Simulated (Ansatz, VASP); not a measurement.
**SnTe: VASP beside Ansatz**

INCAR

```
SYSTEM = SnTe
  PREC = Accurate
  ENCUT = 520
  EDIFF = 1E-7
  ISMEAR = -1
  SIGMA = 0.02
  LREAL = .False.
  LASPH = .True.
  NELM = 100
  ALGO = Normal
  ISIF = 2
  LWAVE = .False.
  LCHARG = .False.
  GGA = PS
  NBANDS = 17
```

KPOINTS

```
Automatic mesh
0
Gamma
  4 4 4
  0 0 0
```

Contents of POSCAR:

```
SnTe
1.0
    0.0000000000      3.6111500000      3.6111500000
    3.6111500000      0.0000000000      3.6111500000
    3.6111500000      3.6111500000      0.0000000000
Sn Te
1 1
Direct
    0.0195700000      0.9812100000      0.9875900000
    0.7460107991      0.7435392009      0.7590607991
```

Input for Ansatz:

```yaml
crystal:
  lattice:
    - [0.0, 3.61115, 3.61115]
    - [3.61115, 0.0, 3.61115]
    - [3.61115, 3.61115, 0.0]
  atoms:
    - { symbol: Sn, position: [0.01957, 0.98121, 0.98759] }
    - { symbol: Te, position: [0.7460107990529333, 0.7435392009470667, 0.7590607990529333] }
basis:
  ecutwfc: 540.0
  xc_grid: 2
kpoints:
  mp_grid:
    grid: [4, 4, 4]
hamiltonian:
  xc: pbesol
scf:
  convergence:
    dr2_threshold: 1.0e-09
  occupations:
    method: fermi_dirac
    width: 0.02
output:
  forces: true
  stress: true
```

Alike in both runs: task single point; functional PBEsol; k mesh 4 × 4 × 4; occupations fermi-dirac, width 0.02 eV; no spin polarisation.

|  | VASP | Ansatz |
| --- | --- | --- |
| version | VASP 6.6.1 | Ansatz 0.2.0 |
| potentials or method | VASP PAW PBE potentials, release 64 (Sn_d, Te), cutoff 520 eV | plane waves, PAW |
| valence electrons in the cell | 20 | 30 |

```csv
,VASP,Ansatz,Ansatz less VASP
pressure (GPa),-1.5,-1.5,+0.01
"traceless stress, the component that is largest in VASP (GPa)",0.58,0.57,-0.013
rms of the force components (eV/Å),0.180,0.178,-0.0018
```

VASP's potentials were made for PBE, not for PBEsol. Atom by atom the forces differ by 0.002 eV/Å (rms over components). VASP's potentials hold 20 valence electrons a cell and Ansatz's 30, so a difference there can come from the potentials and not from the codes. Ansatz's warnings: stress scf threshold loose.

The k mesh is coarse, so the values compare programs but aren't converged. Neither program's run includes spin-orbit coupling.
